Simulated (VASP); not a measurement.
**B: single point with PBE**

The system is B.

```
CELL_PARAMETERS angstrom
3.28991 0.00000 0.00000
0.00000 2.95774 0.00000
0.00000 0.00000 8.58740
ATOMIC_POSITIONS crystal
B 0.85340 0.24854 0.19160
B 0.35340 0.25146 0.30840
B 0.64660 0.74854 0.30840
B 0.14660 0.75146 0.19160
B 0.14660 0.75146 0.80840
B 0.64660 0.74854 0.69160
B 0.35340 0.25146 0.69160
B 0.85340 0.24854 0.80840
B 0.77346 0.83898 0.50000
B 0.27346 0.66102 0.00000
B 0.72654 0.33898 0.00000
B 0.22654 0.16102 0.50000
```

The cell was built from a structure type or drawn by symmetry, and may not be a known phase.

| Property | Result |
| --- | --- |
| Program | VASP 6.6.1 |
| Task | single point |
| Functional | PBE |
| Potentials or basis | VASP PAW PBE potentials, release 64 (B) |
| Cutoff | 520 eV |
| k mesh | 6 × 4 × 2 |
| Occupations | gaussian, width 0.1 eV |
| Spin | no spin polarisation |

```json
{"Pressure": "0.0 GPa", "Largest force": "0.017 eV/Å", "Band gap on the k mesh": "zero (bands 18 and 19 overlap by 3.75 eV)"}
```

Forces in eV/Å, atoms in the order of the input:
```
B    0.003 -0.002  0.009
B    0.003  0.002 -0.009
B   -0.003 -0.002 -0.009
B   -0.003  0.002  0.009
B   -0.003  0.002 -0.009
B   -0.003 -0.002  0.009
B    0.003  0.002  0.009
B    0.003 -0.002 -0.009
B   -0.013 -0.011  0.000
B   -0.013  0.011  0.000
B    0.013 -0.011  0.000
B    0.013  0.011  0.000
```

Levels at points of the mesh, in eV from the Fermi level:
| k point | band 15 | band 16 | band 17 | band 18 | band 19 | band 20 | band 21 | band 22 |
| --- | --- | --- | --- | --- | --- | --- | --- | --- |
| (0.00, 0.00, 0.00) | -0.89 | -0.45 | -0.25 | -0.14 | 1.64 | 1.72 | 1.74 | 2.30 |
| (0.50, 0.00, 0.00) | -1.43 | -1.43 | 1.06 | 1.06 | 1.34 | 1.34 | 1.97 | 1.97 |
| (0.00, 0.50, 0.00) | -1.39 | -1.39 | -1.12 | -1.12 | 1.93 | 1.93 | 2.64 | 2.64 |
| (0.50, 0.50, 0.00) | -3.74 | -3.74 | -3.30 | -3.30 | -2.55 | -2.55 | 5.35 | 5.35 |
| (0.00, 0.00, 0.50) | -1.36 | -1.36 | 0.66 | 0.66 | 0.92 | 0.92 | 2.04 | 2.04 |
| (0.50, 0.00, 0.50) | -2.45 | -2.45 | 1.20 | 1.20 | 1.55 | 1.55 | 1.69 | 1.69 |
| (0.00, 0.50, 0.50) | -2.57 | -2.57 | -1.10 | -1.10 | 1.85 | 1.85 | 2.77 | 2.77 |
| (0.50, 0.50, 0.50) | -4.75 | -4.75 | -2.15 | -2.15 | -1.67 | -1.67 | 4.13 | 4.13 |

It took 30 s on 1 thread of AMD EPYC 9R45 96-Core Processor (Zen 5), on a shared host, peak memory 0.16 GiB.

Caveat: the k points lie up to 0.53 Å⁻¹ apart, too coarse for converged energies and pressures of a metal.
